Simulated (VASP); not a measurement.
Wanted: the native input for a VASP 6.6.1 run.

* Task: single point
* Functional: PBEsol
* Potentials or basis: VASP PAW PBE potentials, release 64 (K_sv)
* Cutoff: 520 eV
* k mesh: 10 × 10 × 10
* Occupations: gaussian, width 0.1 eV
* Spin: no spin polarisation
* Dipole correction: no
* Further INCAR settings: ALGO = Fast; EDIFF = 1e-07; NBANDS = 16

The structure of K lies in POSCAR:

```
K
1.0
    5.3145400000      0.0000000000      0.0000000000
    0.0000000000      5.3145400000      0.0000000000
    0.0000000000      0.0000000000      5.1888760000
K
2
Direct
    0.0000000000      0.0000000000      0.0000000000
    0.5000000000      0.5000000000      0.5000000000
```

This cell differs from its parent crystal: biaxial strain in the a-b plane: +1.5 %.

These files were run (other wordings do the same):

INCAR

```
SYSTEM = K
  PREC = Accurate
  ENCUT = 520
  EDIFF = 1E-7
  ISMEAR = 0
  SIGMA = 0.1
  LREAL = .False.
  LASPH = .True.
  NELM = 100
  ALGO = Fast
  ISIF = 2
  LWAVE = .False.
  LCHARG = .False.
  GGA = PS
  NBANDS = 16
```

KPOINTS

```
regular mesh
0
Gamma
  10 10 10
  0 0 0
```

Potentials or basis: VASP PAW PBE potentials, release 64 (K_sv).

The run is started by

```bash
$ cat potpaw_PBE.64/K_sv/POTCAR > POTCAR
$ mpirun -np 1 vasp_std > vasp.out
```

It gave:

| Quantity | Value |
| --- | --- |
| Pressure | -0.1 GPa |
| Band gap on the k mesh | zero (bands 9 and 10 overlap by 2.18 eV) |

Caveat: the cell differs from its parent crystal (biaxial strain in the a-b plane: +1.5 %); the PAW data sets were made with another functional, which shifts forces and pressure a little.

Run time: 3.8 min on 1 thread of Oxide Virtual Turin-like Processor, with other jobs on the host, peak memory 0.36 GiB.
